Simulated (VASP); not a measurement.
# MoS2 (P6_3/mmc) in VASP: notebook, part 2 of 3

VASP 6.6.1. The steps go on from the part before.

## 3. Single point, PBEsol

This run uses another cell than the first one, of the same volume but with other edges.

File INCAR:

```
SYSTEM = MoS2
PREC = Accurate ; ENCUT = 520
EDIFF = 1E-6 ; ISMEAR = 1
SIGMA = 0.114 ; LREAL = .False.
LASPH = .True. ; NELM = 60
ALGO = Normal ; ISIF = 2
LWAVE = .False. ; LCHARG = .False.
GGA = PS ; NBANDS = 35
```

File KPOINTS:

```
Automatic mesh
0
Gamma
  12 12 2
  0 0 0
```

File POSCAR:

```
MoS2
1.0
    3.1416453610      0.0000000000      0.0000000000
   -1.5708226805      2.7207446923      0.0000000000
    0.0000000000      0.0000000000     12.1932000000
Mo S
2 4
Direct
    0.3333333333      0.6666666667      0.2500000000
    0.6666666667      0.3333333333      0.7500000000
    0.3333333333      0.6666666667      0.6259932117
    0.6666666667      0.3333333333      0.1259932117
    0.3333333333      0.6666666667      0.8740067883
    0.6666666667      0.3333333333      0.3740067883
```

Potentials or basis: VASP PAW PBE potentials, release 64 (Mo_sv, S).

Command:

```console
$ cat potpaw_PBE.64/Mo_sv/POTCAR potpaw_PBE.64/S/POTCAR > POTCAR
$ mpirun -np 1 vasp_std > vasp.out
```

OUTCAR:

```text
SYSTEM = MoS2
   PREC = Accurate
   ENCUT = 520
   EDIFF = 1E-6
   ISMEAR = 1
   LREAL = .False.
   LASPH = .True.
   NELM = 60
   ISIF = 2
   GGA = PS

 ion  position               nearest neighbor table
   1  0.333  0.667  0.250-   4 2.36   6 2.36   4 2.36   6 2.36   4 2.36   6 2.36
   2  0.667  0.333  0.750-   3 2.36   5 2.36   3 2.36   5 2.36   3 2.36   5 2.36
   3  0.333  0.667  0.626-   2 2.36   2 2.36   2 2.36
   4  0.667  0.333  0.126-   1 2.36   1 2.36   1 2.36
   5  0.333  0.667  0.874-   2 2.36   2 2.36   2 2.36
   6  0.667  0.333  0.374-   1 2.36   1 2.36   1 2.36

  LATTYP: Found a hexagonal cell.
 ALAT       =     3.1416453610
 C/A-ratio  =     3.8811509890

  Lattice vectors:

 A1 = (   3.1416453610,   0.0000000000,   0.0000000000)
 A2 = (  -1.5708226805,   2.7207446923,   0.0000000000)
 A3 = (   0.0000000000,   0.0000000000,  12.1932000000)

Analysis of symmetry for initial positions (statically):
=====================================================================
 Subroutine PRICEL returns:
 Original cell was already a primitive cell.

 Routine SETGRP: Setting up the symmetry group for a
[... 183 lines left out ...]
 fundamental gap:      0.8014611796
 Fermi energy:         8.0117034811

 k-point     1 :       0.0000    0.0000    0.0000
  band No.  band energies     occupation
      1     -53.6155      2.00000
      2     -53.6155      2.00000
      3     -27.8433      2.00000
      4     -27.8432      2.00000
      5     -27.5919      2.00000
      6     -27.5919      2.00000
[... 901 lines left out ...]
     34      11.4872      0.00000
     35      14.5042      0.00000

 [... further k-points ...]

------------------------ aborting loop because EDIFF is reached ----------------------------------------

  FORCE on cell =-STRESS in cart. coord.  units (eV):
  Direction    XX          YY          ZZ          XY          YZ          ZX
  --------------------------------------------------------------------------------------
  -------------------------------------------------------------------------------------
  Total        2.1502073      2.1502073      6.0689935      0.0000000     -0.0000000     -0.0000000
  in kB       33.0543224     33.0543224     93.2963408      0.0000000     -0.0000000     -0.0000000
  external PRESSURE =      53.1349952 kB  Pullay stress =       0.0000000 kB

 VOLUME and BASIS-vectors are now :
 -----------------------------------------------------------------------------
  energy-cutoff  :      520.00
  volume of cell :      104.22
      direct lattice vectors                 reciprocal lattice vectors
     3.141645361  0.000000000  0.000000000     0.318304546  0.183773215  0.000000000
    -1.570822681  2.720744692  0.000000000     0.000000000  0.367546431  0.000000000
     0.000000000  0.000000000 12.193200000     0.000000000  0.000000000  0.082012925

 POSITION                                       TOTAL-FORCE (eV/Angst)
 -----------------------------------------------------------------------------------
     -0.00000      1.81383      3.04830        -0.000000      0.000000      0.000000
      1.57082      0.90691      9.14490         0.000000     -0.000000      0.000000
     -0.00000      1.81383      7.63286        -0.000000     -0.000000     -0.943710
      1.57082      0.90691      1.53626         0.000000     -0.000000     -0.943710
     -0.00000      1.81383     10.65694        -0.000000      0.000000      0.943710
      1.57082      0.90691      4.56034         0.000000      0.000000      0.943710
 -----------------------------------------------------------------------------------
    total drift:                                0.000000     -0.000000      0.000000

  FREE ENERGIE OF THE ION-ELECTRON SYSTEM (eV)
  ---------------------------------------------------
  free  energy   TOTEN  =       -46.8122188722 eV

  energy  without entropy=      -46.8122443840  energy(sigma->0) =      -46.81222738
```

OSZICAR:

```text
N       E                     dE             d eps       ncg     rms          rms(c)
DAV:   1     0.440779714255E+03    0.44078E+03   -0.29381E+04  2924   0.142E+03
DAV:   2    -0.272080229515E+02   -0.46799E+03   -0.45315E+03  3213   0.370E+02
DAV:   3    -0.492103669895E+02   -0.22002E+02   -0.21612E+02  3242   0.734E+01
DAV:   4    -0.496163265444E+02   -0.40596E+00   -0.40500E+00  3196   0.103E+01
DAV:   5    -0.496240256882E+02   -0.76991E-02   -0.76978E-02  3167   0.140E+00    0.395E+01
DAV:   6    -0.474056904995E+02    0.22183E+01   -0.10843E+01  2898   0.212E+01    0.130E+01
DAV:   7    -0.471117295160E+02    0.29396E+00   -0.42211E+00  2833   0.128E+01    0.874E+00
DAV:   8    -0.468123967983E+02    0.29933E+00   -0.72346E-01  2883   0.575E+00    0.297E+00
DAV:   9    -0.468186994999E+02   -0.63027E-02   -0.83385E-02  3101   0.142E+00    0.131E+00
DAV:  10    -0.468124168114E+02    0.62827E-02   -0.30299E-02  2918   0.115E+00    0.389E-01
DAV:  11    -0.468123224912E+02    0.94320E-04   -0.16271E-03  2925   0.244E-01    0.133E-01
DAV:  12    -0.468122143260E+02    0.10817E-03   -0.29149E-04  2967   0.885E-02    0.757E-02
DAV:  13    -0.468122186703E+02   -0.43443E-05   -0.11521E-04  3063   0.486E-02    0.142E-02
DAV:  14    -0.468122188722E+02   -0.20191E-06   -0.77559E-06  2593   0.147E-02
   1 F= -.46812219E+02 E0= -.46812227E+02  d E =0.255117E-04
```

It took 79 s on 1 thread of Intel Xeon Platinum 8488C (Sapphire Rapids), shared host; peak memory 0.28 GiB.

What came out:

| Property | Result |
| --- | --- |
| Free energy | -46.8122 eV |
| Pressure | 5.3 GPa |
| Largest force | 0.944 eV/Å |
| Band gap on the k mesh | 0.80 eV, indirect (least direct gap 1.65 eV) |

Forces in eV/Å, atoms in the order of the input:
```
Mo   0.000  0.000  0.000
Mo   0.000  0.000  0.000
S    0.000  0.000 -0.944
S    0.000  0.000 -0.944
S    0.000  0.000  0.944
S    0.000  0.000  0.944
```

Caveat: the PAW data sets were made with another functional, which shifts forces and pressure a little; this functional lacks dispersion, which binds the layers, so the pressure and a relaxed spacing across them are unreliable. A k mesh can miss the band edges.

## 4. Single point, PBEsol

This run uses another cell than the first one, of 17.55 Å³/atom, 1.010 times its volume.

File INCAR:

```
SYSTEM = MoS2
  ALGO = Normal
  EDIFF = 1E-6
  ENCUT = 520
  GGA = PS
  ISIF = 2
  ISMEAR = 1
  LASPH = .True.
  LCHARG = .False.
  LREAL = .False.
  LWAVE = .False.
  NBANDS = 35
  NELM = 60
  PREC = Accurate
  SIGMA = 0.147
```

File KPOINTS:

```
k-points
0
Gamma
  12 12 2
  0 0 0
```

Changes to POSCAR since step 3:

```diff
@@ -2,5 +2,5 @@
 1.0
-    3.1416453610      0.0000000000      0.0000000000
-   -1.5708226805      2.7207446923      0.0000000000
-    0.0000000000      0.0000000000     12.1932000000
+    3.1102000000      0.0000000000      0.0000000000
+   -1.5551000000      2.6935122108      0.0000000000
+    0.0000000000      0.0000000000     12.5702639933
 Mo S
```

Command:

```console
$ cat potpaw_PBE.64/Mo_sv/POTCAR potpaw_PBE.64/S/POTCAR > POTCAR
$ mpirun -np 1 vasp_std > vasp.out
```

Run time: 84 s. Hardware: 1 thread of Intel Xeon Platinum 8488C (Sapphire Rapids), shared host; peak memory 0.27 GiB.

The run converged. Its results:

| Item | Value |
| --- | --- |
| Free energy | -46.8810 eV |
| Pressure | 3.1 GPa |
| Largest force | 0.221 eV/Å |
| Band gap on the k mesh | 1.02 eV, indirect (least direct gap 1.85 eV) |

Forces on the atoms (eV/Å):
```
Mo   0.000  0.000  0.000
Mo   0.000  0.000  0.000
S    0.000  0.000 -0.221
S    0.000  0.000 -0.221
S    0.000  0.000  0.221
S    0.000  0.000  0.221
```

Stress tensor (GPa, compression positive):
```
3.60 0.00 0.00
0.00 3.60 0.00
0.00 0.00 2.09
```

Levels at points of the mesh, in eV from the valence-band top:
```tsv
k point	band 22	band 23	band 24	band 25	band 26	band 27	band 28	band 29	band 30	band 31
(0.00, 0.00, 0.00)	-1.96	-1.96	-1.34	-1.19	0.00	2.42	2.42	2.44	2.44	2.64
(0.50, 0.00, 0.00)	-2.48	-1.45	-1.30	-1.28	-1.21	1.97	2.00	2.32	2.61	3.11
(0.00, 0.00, 0.50)	-1.97	-1.97	-1.97	-0.31	-0.31	2.43	2.43	2.43	2.43	2.71
(0.50, 0.00, 0.50)	-2.59	-1.38	-1.38	-1.24	-1.24	1.98	1.98	2.48	2.48	3.45
```

Caveat: the PAW data sets were made with another functional, which shifts forces and pressure a little; this functional lacks dispersion, which binds the layers, so the pressure and a relaxed spacing across them are unreliable. A k mesh can miss the band edges.

[end of part 2 of 3]
